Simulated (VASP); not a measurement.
A run of VASP 6.6.1 is set up as follows.

The input INCAR:

```
ALGO     = Normal         # electronic algorithm
EDIFF    = 1E-6           # SCF threshold, eV
EDIFFG   = -0.01          # ionic threshold
ENCUT    = 520            # plane-wave cutoff, eV
GGA      = PS             # functional
IBRION   = 2              # ionic algorithm
ISIF     = 2              # what is computed and relaxed
ISMEAR   = 0              # smearing method
LASPH    = True           # aspherical terms in the spheres
LCHARG   = False          # write CHGCAR
LREAL    = False          # projectors in reciprocal space
LWAVE    = False          # write WAVECAR
NELM     = 60             # most SCF steps
NSW      = 50             # ionic steps
PREC     = Accurate       # precision mode
SIGMA    = 0.02           # smearing width, eV
```

Contents of KPOINTS:

```
k-points
0
Gamma
  6 6 6
```

File POSCAR:

```
Si3N4
1.0
   -3.1276542805      3.1276542805      3.1276542805
    3.1276542805     -3.1276542805      3.1276542805
    3.1276542805      3.1276542805     -3.1276542805
Si N
6 8
Direct
    0.2500000000      0.1250000000      0.8750000000
    0.8750000000      0.2500000000      0.1250000000
    0.7500000000      0.3750000000      0.6250000000
    0.6250000000      0.7500000000      0.3750000000
    0.1250000000      0.8750000000      0.2500000000
    0.3750000000      0.6250000000      0.7500000000
    0.5548825153      0.5548825153      0.5548825153
    0.4451174847      0.5000000000      0.0000000000
    0.5000000000      0.0000000000      0.9451174847
    0.0000000000      0.4451174847      0.5000000000
    0.9451174847      0.5000000000      0.0000000000
    0.0548825153      0.0548825153      0.0548825153
    0.0000000000      0.9451174847      0.5000000000
    0.5000000000      0.0000000000      0.4451174847
```

Potentials or basis: VASP PAW PBE potentials, release 64 (Si, N).

Launch:

```bash
$ cat potpaw_PBE.64/Si/POTCAR potpaw_PBE.64/N/POTCAR > POTCAR
$ mpirun -np 1 vasp_std > vasp.out
```

**Question.** Predict the energy gained by relaxing.

**Answer.** 0.9 meV/atom.

**Question.** Predict the band gap on the k mesh.

**Answer.** 4.03 eV, indirect (least direct gap 4.28 eV).

Step by step:
```tsv
step	energy change (eV)	largest force (eV/Å)	pressure (GPa)
1	0.0000	0.1183	29.97
2	-0.0048	0.0918	29.74
3	-0.0121	0.0146	29.03
4	-0.0123	0.0002	28.89
```

Caveat: the PAW data sets were made with another functional, which shifts forces and pressure a little. A k mesh can miss the band edges.
